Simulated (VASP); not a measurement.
# B (R-3m) in VASP: a series of runs

B is run at these levels: LDA; tasks: single point.

Everything below comes from runs of VASP 6.6.1. Logs are shortened: lines on timing, memory, paths and dates and some standing lists are left out, and cuts for length are marked.

### 1 The cell of the first run

Symmetry: R-3m, No. 166, trigonal system. Conventional cell: a = 4.898 Å, b = 4.898 Å, c = 12.524 Å, α = 90.00°, β = 90.00°, γ = 120.00°. B (site symmetry m) has 6 B at 1.67 to 1.80 Å within 2.2 Å. Within 2.4 Å of B (site symmetry m) lie 7 B at 1.77 to 2.01 Å.

### 2 Single point, LDA

The input, INCAR:

```
  PREC = Accurate
  ENCUT = 520
  EDIFF = 1E-6
  ISMEAR = 0
  SIGMA = 0.1
  LREAL = False
  LASPH = True
  NELM = 80
  ALGO = Normal
  ISIF = 2
  LWAVE = False
  LCHARG = False
  NBANDS = 30
```

The input, KPOINTS:

```
regular mesh
0
Gamma
  6 6 6
```

The input, POSCAR:

```
B
1.0
    2.4491963900      1.4140442000      4.1747204400
   -2.4491963900      1.4140442000      4.1747204400
    0.0000000000     -2.8280883900      4.1747204400
B
12
Direct
    0.0099700400      0.6542851200      0.0099700400
    0.0099700400      0.0099700400      0.6542851200
    0.6542851200      0.0099700400      0.0099700400
    0.3457148800      0.9900299600      0.9900299600
    0.9900299600      0.3457148800      0.9900299600
    0.9900299600      0.9900299600      0.3457148800
    0.2205655700      0.6316348300      0.2205655700
    0.2205655700      0.2205655700      0.6316348300
    0.6316348300      0.2205655700      0.2205655700
    0.3683651700      0.7794344300      0.7794344300
    0.7794344300      0.3683651700      0.7794344300
    0.7794344300      0.7794344300      0.3683651700
```

Potentials or basis: VASP PAW LDA potentials, release 64 (B).

Command:

```console
$ cat potpaw_LDA.64/B/POTCAR > POTCAR
$ mpirun -np 1 vasp_std > vasp.out
```

OUTCAR:

```text
PREC = Accurate
   ENCUT = 520
   EDIFF = 1E-6
   ISMEAR = 0
   LREAL = False
   LASPH = True
   NELM = 80
   ISIF = 2

 ion  position               nearest neighbor table
   1  0.010  0.654  0.010-   5 1.67   3 1.74   2 1.74   7 1.79  12 1.80  10 1.80
   2  0.010  0.010  0.654-   6 1.67   3 1.74   1 1.74   8 1.79  10 1.80  11 1.80
   3  0.654  0.010  0.010-   4 1.67   1 1.74   2 1.74   9 1.79  12 1.80  11 1.80
   4  0.346  0.990  0.990-   3 1.67   5 1.74   6 1.74  10 1.79   8 1.80   7 1.80
   5  0.990  0.346  0.990-   1 1.67   4 1.74   6 1.74  11 1.79   8 1.80   9 1.80
   6  0.990  0.990  0.346-   2 1.67   4 1.74   5 1.74  12 1.79   9 1.80   7 1.80
   7  0.221  0.632  0.221-  12 1.77  10 1.77   1 1.79   6 1.80   4 1.80   9 2.01   8 2.01
   8  0.221  0.221  0.632-  10 1.77  11 1.77   2 1.79   4 1.80   5 1.80   7 2.01   9 2.01
   9  0.632  0.221  0.221-  12 1.77  11 1.77   3 1.79   6 1.80   5 1.80   7 2.01   8 2.01
  10  0.368  0.779  0.779-   8 1.77   7 1.77   4 1.79   2 1.80   1 1.80  11 2.01  12 2.01
  11  0.779  0.368  0.779-   8 1.77   9 1.77   5 1.79   2 1.80   3 1.80  10 2.01  12 2.01
  12  0.779  0.779  0.368-   7 1.77   9 1.77   6 1.79   3 1.80   1 1.80  10 2.01  11 2.01

  LATTYP: Found a trigonal (rhomboedric) cell.
 ALAT       =     5.0424572094
 COS(alpha) =     0.5281621515

  Lattice vectors:

 A1 = (   2.4491963900,   1.4140442000,   4.1747204400)
 A2 = (  -2.4491963900,   1.4140442000,   4.1747204400)
 A3 = (   0.0000000000,  -2.8280883900,   4.1747204400)

Analysis of symmetry for initial positions (statically):
=====================================================================
 Subroutine PRICEL returns:
 Original cell was already a primitive cell.

 Routine SETGRP: Setting up the symmetry group for a
 trigonal (rhombohedral) supercell.

 Subroutine GETGRP returns: Found 12 space group operations
 (whereof 12 operations were pure point group operations)
 out of a pool of 12 trial point group operations.

The static configuration has the point symmetry D_3d.

Analysis of symmetry for dynamics (positions and initial velocities):
=====================================================================
 Subroutine PRICEL returns:
 Original cell was already a primitive cell.

 Routine SETGRP: Setting up the symmetry group for a
 trigonal (rhombohedral) supercell.

 Subroutine GETGRP returns: Found 12 space group operations
 (whereof 12 operations were pure point group operations)
 out of a pool of 12 trial point group operations.

The dynamic configuration has the point symmetry D_3d.

 Subroutine INISYM returns: Found 12 space group operations
 (whereof 12 operations are pure point group operations),
 and found     1 'primitive' translations

----------------------------------------------------------------------------------------

                                     Primitive cell

  volume of cell :      86.7492

  direct lattice vectors                    reciprocal lattice vectors
     2.449196390  1.414044200  4.174720440     0.204148594  0.117865246  0.079845666
    -2.449196390  1.414044200  4.174720440    -0.204148594  0.117865246  0.079845666
     0.000000000 -2.828088390  4.174720440     0.000000000 -0.235730491  0.079845666

  length of vectors
     5.042457209  5.042457209  5.042457208     0.248885908  0.248885908  0.248885908

  position of ions in fractional coordinates (direct lattice)
     0.009970040  0.654285120  0.009970040
     0.009970040  0.009970040  0.654285120
     0.654285120  0.009970040  0.009970040
     0.345714880  0.990029960  0.990029960
     0.990029960  0.345714880  0.990029960
     0.990029960  0.990029960  0.345714880
     0.220565570  0.631634830  0.220565570
     0.220565570  0.220565570  0.631634830
     0.631634830  0.220565570  0.220565570
     0.368365170  0.779434430  0.779434430
     0.779434430  0.368365170  0.779434430
     0.779434430  0.779434430  0.368365170

  ion indices of the primitive-cell ions
   primitive index   ion index
                 1           1
                 2           2
                 3           3
                 4           4
                 5           5
                 6           6
                 7           7
                 8           8
                 9           9
                10          10
                11          11
                12          12

----------------------------------------------------------------------------------------

 KPOINTS: regular mesh

Automatic generation of k-mesh.
 Grid dimensions read from file:
 generate k-points for:    6    6    6

 Generating k-lattice:

  Cartesian coordinates                     Fractional coordinates (reciprocal lattice)
     0.034024766  0.019644208  0.013307611     0.166666667  0.000000000 -0.000000000
    -0.034024766  0.019644208  0.013307611     0.000000000  0.166666667 -0.000000000
     0.000000000 -0.039288415  0.013307611    -0.000000000 -0.000000000  0.166666667

  Length of vectors
     0.041480985  0.041480985  0.041480985

  Shift w.r.t. Gamma in fractional coordinates (k-lattice)
     0.000000000  0.000000000  0.000000000

 Subroutine IBZKPT returns following result:
 ===========================================

 Found     32 irreducible k-points:

 Following reciprocal coordinates:
            Coordinates               Weight
  0.000000  0.000000  0.000000      1.000000
  0.166667  0.000000  0.000000      6.000000
  0.333333 -0.000000  0.000000      6.000000
  0.500000 -0.000000  0.000000      3.000000
  0.166667  0.166667  0.000000      6.000000
  0.333333  0.166667  0.000000     12.000000
[... 16 lines left out ...]
  0.500000  0.500000  0.166667      6.000000
 -0.333333  0.500000  0.166667     12.000000
 [... further k-points ...]
   k-points           NKPTS =     32   k-points in BZ     NKDIM =     32   number of bands    NBANDS=     30
   number of dos      NEDOS =    301   number of ions     NIONS =     12
   total plane-waves  NPLWV =  64000
   dimension x,y,z NGX =    40 NGY =   40 NGZ =   40
   dimension x,y,z NGXF=    80 NGYF=   80 NGZF=   80
   ions per type =              12
   NGX,Y,Z   is equivalent  to a cutoff of  13.19, 13.19, 13.19 a.u.
   NGXF,Y,Z  is equivalent  to a cutoff of  26.38, 26.38, 26.38 a.u.
 SYSTEM =  unknown system
   PREC   = accura    normal or accurate (medium, high low for compatibility)
   ISTART =      0    job   : 0-new  1-cont  2-samecut
   ICHARG =      2    charge: 1-file 2-atom 10-const
   ISPIN  =      1    spin polarized calculation?
   LNONCOLLINEAR =      F non collinear calculations
   LSORBIT =      F    spin-orbit coupling
   LASPH  =      T    aspherical Exc in radial PAW
   ENCUT  =  520.0 eV  38.22 Ry    6.18 a.u.   9.38  9.38  9.38*2*pi/ulx,y,z
   NELM   =     80;   NELMIN=  2; NELMDL= -5     # of ELM steps
   EDIFF  = 0.1E-05   stopping-criterion for ELM
   LREAL  =      F    real-space projection
   EDIFFG = 0.1E-04   stopping-criterion for IOM
   NSW    =      0    number of steps for IOM
   IBRION =     -1    ionic relax: 0-MD 1-quasi-New 2-CG
   NFREE  =      0    steps in history (QN), initial steepest desc. (CG)
   ISIF   =      2    stress and relaxation
   ISYM   =      2    0-nonsym 1-usesym 2-fastsym
   POTIM  = 0.5000    time-step for ionic-motion
   TEBEG  =    0.0;   TEEND  =   0.0 temperature during run
   PSTRESS=    0.0 pullay stress
   NELECT =      36.0000    total number of electrons
   NUPDOWN=      -1.0000    fix difference up-down
   EMIN   =  10.00;   EMAX   =-10.00  energy-range for DOS
   EFERMI =   0.00;   METHOD = LEGACY
   ISMEAR =     0;   SIGMA  =   0.10  broadening in eV -4-tet -1-fermi 0-gaus
   EFERMI_NEDOS =   21; number of points for ismear=-14 and -15
   IALGO  =     38    algorithm
   IMIX   =      4    mixing-type and parameters
     AMIX     =   0.40;   BMIX     =  1.00
     AMIX_MAG =   1.60;   BMIX_MAG =  1.00
  volume/ion in A,a.u.               =       7.23        48.78
  Fermi-wavevector in a.u.,A,eV,Ry     =   1.221108  2.307559 20.287697  1.491104
  Thomas-Fermi vector in A             =   2.356301
   LORBIT       =      0    0 simple, 1 ext, 2 COOP (PROOUT), +10 PAW based schemes
   GGA     = CA    functional components
   LHFCALC =     F    Hartree Fock is set to
   AEXX    =    0.0000 exact exchange contribution
   IVDW    =     0    specifies the selected vdW correction
   LEPSILON=     F    determine dielectric tensor
   LRPA    =     F    only Hartree local field effects (RPA)
 non-spin polarized calculation
 Gauss-broadening in eV      SIGMA  =   0.10
  energy-cutoff  :      520.00
  volume of cell :       86.75
 maximum number of plane-waves:      2360
 NGX is ok and might be reduce to    40
   NGX = 19   NGY = 19   NGZ = 19

 number of electron      36.0000000 magnetization

 Free energy of the ion-electron system (eV)
  ---------------------------------------------------
  ext. energy  EPLUGINS =         0.00000000
  ---------------------------------------------------
  free energy    TOTEN  =       -89.54721549 eV

  energy without entropy =      -89.54721549  energy(sigma->0) =      -89.54721549

 E-fermi :   6.3795     XC(G=0): -11.6973

 val. band max:        5.9463701214   @ k =   0.5000   0.5000   0.5000
 cond. band min:       7.4562002425   @ k =   0.0000   0.0000   0.0000
 fundamental gap:      1.5098301210
 Fermi energy:         6.3794892622

 k-point     1 :       0.0000    0.0000    0.0000
  band No.  band energies     occupation
      1     -10.0356      2.00000
      2      -4.3240      2.00000
      3      -4.0733      2.00000
      4      -4.0733      2.00000
      5      -3.0303      2.00000
      6      -2.3817      2.00000
[... 22 lines left out ...]
     29      15.5920      0.00000
     30      16.1574      0.00000

 k-point     2 :       0.1667    0.0000    0.0000
  band No.  band energies     occupation
      1      -9.8834      2.00000
      2      -5.2074      2.00000
      3      -4.4035      2.00000
      4      -4.3088      2.00000
      5      -2.8720      2.00000
      6      -2.1695      2.00000
[... 718 lines left out ...]
 k-point    24 :      -0.3333    0.5000    0.1667
  band No.  band energies     occupation
      1      -8.9383      2.00000
      2      -6.7327      2.00000
      3      -5.9159      2.00000
      4      -5.4522      2.00000
      5      -2.8138      2.00000
      6      -2.3055      2.00000
[... 22 lines left out ...]
     29      14.9114      0.00000
     30      15.9414      0.00000

 [... further k-points ...]
[... 5 lines left out ...]
  --------------------------------------------------------------------------------------
  -------------------------------------------------------------------------------------
  Total       -3.9036402     -3.9036402     -3.9001846      0.0000000     -0.0000000      0.0000000
  in kB      -72.0966561    -72.0966562    -72.0328340      0.0000000     -0.0000001      0.0000000
  external PRESSURE =     -72.0753821 kB  Pullay stress =       0.0000000 kB

 VOLUME and BASIS-vectors are now :
 -----------------------------------------------------------------------------
  energy-cutoff  :      520.00
  volume of cell :       86.75
      direct lattice vectors                 reciprocal lattice vectors
     2.449196390  1.414044200  4.174720440     0.204148594  0.117865246  0.079845666
    -2.449196390  1.414044200  4.174720440    -0.204148594  0.117865246  0.079845666
     0.000000000 -2.828088390  4.174720440     0.000000000 -0.235730491  0.079845666

 POSITION                                       TOTAL-FORCE (eV/Angst)
 -----------------------------------------------------------------------------------
     -1.57805      0.91109      2.81470        -0.095771      0.055293      0.150331
      0.00000     -1.82218      2.81470         0.000000     -0.110587      0.150331
      1.57805      0.91109      2.81470         0.095771      0.055293      0.150331
     -1.57805     -0.91109      9.70946        -0.095771     -0.055293     -0.150331
      1.57805     -0.91109      9.70946         0.095771     -0.055293     -0.150331
      0.00000      1.82218      9.70946         0.000000      0.110587     -0.150331
     -1.00679      0.58127      4.47850        -0.038452      0.022200     -0.044656
      0.00000     -1.16254      4.47850         0.000000     -0.044401     -0.044656
      1.00679      0.58127      4.47850         0.038452      0.022200     -0.044656
     -1.00679     -0.58127      8.04566        -0.038452     -0.022200      0.044656
      1.00679     -0.58127      8.04566         0.038452     -0.022200      0.044656
      0.00000      1.16254      8.04566         0.000000      0.044401      0.044656
 -----------------------------------------------------------------------------------
    total drift:                                0.000000     -0.000000     -0.000000

  FREE ENERGIE OF THE ION-ELECTRON SYSTEM (eV)
  ---------------------------------------------------
  free  energy   TOTEN  =       -89.5472154861 eV

  energy  without entropy=      -89.5472154861  energy(sigma->0) =      -89.54721549
```

Run time: 2.2 min. Hardware: 1 thread of Intel Xeon Platinum 8175M at 2.50GHz (Skylake/Cascade Lake), shared host; peak memory 0.21 GiB.

Results:

```yaml
Free_energy: -89.5472 eV
Pressure: -7.2 GPa
Largest_force: 0.187 eV/Å
Band_gap_on_the_k_mesh: 1.51 eV, indirect (least direct gap 1.86 eV)
```

Forces on the atoms (eV/Å):
```
B   -0.096  0.055  0.150
B    0.000 -0.111  0.150
B    0.096  0.055  0.150
B   -0.096 -0.055 -0.150
B    0.096 -0.055 -0.150
B    0.000  0.111 -0.150
B   -0.038  0.022 -0.045
B    0.000 -0.044 -0.045
B    0.038  0.022 -0.045
B   -0.038 -0.022  0.045
B    0.038 -0.022  0.045
B    0.000  0.044  0.045
```

Levels at points of the mesh, in eV from the valence-band top:
```tsv
k point	band 14	band 15	band 16	band 17	band 18	band 19	band 20	band 21	band 22	band 23
(0.00, 0.00, 0.00)	-4.40	-1.30	-0.76	-0.76	-0.35	1.51	4.57	4.57	4.78	4.78
(0.50, 0.00, 0.00)	-3.05	-2.57	-1.86	-1.66	-0.51	2.00	3.35	3.69	4.95	4.96
(0.50, 0.50, 0.00)	-3.11	-2.85	-2.47	-2.06	-1.83	1.56	2.74	2.97	3.57	5.38
(0.50, 0.50, 0.50)	-3.16	-2.90	-1.81	-1.81	0.00	2.71	2.85	2.85	4.98	4.98
```

A k mesh can miss the band edges. Expect the measured gap to be larger: semilocal functionals such as LDA lack the derivative discontinuity.

### 3 Single point, LDA

This run uses another cell than the first one, of 6.99 Å³/atom, 0.966 times its volume.

The input, INCAR:

```
ALGO     = Normal         # electronic algorithm
EDIFF    = 1E-7           # SCF threshold, eV
ENCUT    = 520            # plane-wave cutoff, eV
ISIF     = 2              # what is computed and relaxed
ISMEAR   = 0              # smearing method
LASPH    = T              # aspherical terms in the spheres
LCHARG   = T              # write CHGCAR
LELF     = T              # ELF
LREAL    = F              # projectors in reciprocal space
LVHAR    = T            
LWAVE    = F              # write WAVECAR
NBANDS   = 30             # bands
NELM     = 60             # most SCF steps
PREC     = Accurate       # precision mode
SIGMA    = 0.02           # smearing width, eV
```

The input, KPOINTS:

```
k-points
0
Gamma
  9 9 9
```

The input, POSCAR:

```
B
1.0
    2.4203851085      1.3974099956      4.1309835458
   -2.4203851085      1.3974099956      4.1309835458
    0.0000000000     -2.7948199862      4.1309835475
B
12
Direct
    0.0104689144      0.6543126748      0.0104689144
    0.0104689144      0.0104689144      0.6543126748
    0.6543126748      0.0104689144      0.0104689144
    0.3456873252      0.9895310856      0.9895310856
    0.9895310856      0.3456873252      0.9895310856
    0.9895310856      0.9895310856      0.3456873252
    0.2214736203      0.6299992395      0.2214736203
    0.2214736203      0.2214736203      0.6299992395
    0.6299992395      0.2214736203      0.2214736203
    0.3700007605      0.7785263797      0.7785263797
    0.7785263797      0.3700007605      0.7785263797
    0.7785263797      0.7785263797      0.3700007605
```

Potentials or basis: VASP PAW LDA potentials, release 64 (B).

Command:

```console
$ cat potpaw_LDA.64/B/POTCAR > POTCAR
$ mpirun -np 1 vasp_std > vasp.out
```

Wall time 7.2 min (1 thread of Intel Xeon Platinum 8175M at 2.50GHz (Skylake/Cascade Lake), shared host); peak memory 0.27 GiB.

Results (log left out):

* Free energy: -89.6098 eV
* Pressure: 0.4 GPa
* Largest force: 0.018 eV/Å
* Band gap on the k mesh: 1.39 eV, indirect (least direct gap 1.72 eV)

Forces on the atoms (eV/Å):
```
B    0.012 -0.007 -0.011
B    0.000  0.014 -0.011
B   -0.012 -0.007 -0.011
B    0.012  0.007  0.011
B   -0.012  0.007  0.011
B    0.000 -0.014  0.011
B    0.015 -0.009  0.006
B    0.000  0.017  0.006
B   -0.015 -0.009  0.006
B    0.015  0.009 -0.006
B   -0.015  0.009 -0.006
B    0.000 -0.017 -0.006
```

Levels at points of the mesh, in eV from the valence-band top:
| k point | band 15 | band 16 | band 17 | band 18 | band 19 | band 20 | band 21 | band 22 |
| --- | --- | --- | --- | --- | --- | --- | --- | --- |
| (0.00, 0.00, 0.00) | -1.45 | -0.78 | -0.78 | -0.35 | 1.39 | 4.68 | 4.68 | 4.80 |

A k mesh can miss the band edges. As with any semilocal functional, this LDA gap is likely too small.
